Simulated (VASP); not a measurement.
Si:

```xyz
2
Lattice="0.0000 2.7136 2.7136 2.7136 0.0000 2.7136 2.7136 2.7136 0.0000" Properties=species:S:1:pos:R:3 pbc="T T T"
Si    4.0703    4.0703    4.0703
Si    2.7136    2.7136    2.7136
```

Program: VASP 6.6.1. Alike in all runs: task single point; level PBE; potentials or basis VASP PAW PBE potentials, release 64 (Si); no spin polarisation; cell as given; cutoff (eV) 500; smearing gaussian 0.02 eV. Hardware: 1 thread of AMD EPYC 9R45 96-Core Processor (Zen 5), with other jobs on the host.

Problem. Order these runs on this cell by their wall time, lowest first.
A. k mesh 8 × 8 × 8
B. k mesh 4 × 4 × 4
C. k mesh 14 × 14 × 14

Solution. B (2.2 s), A (5 s), C (16 s).

Caveats: some runs use coarse meshes.
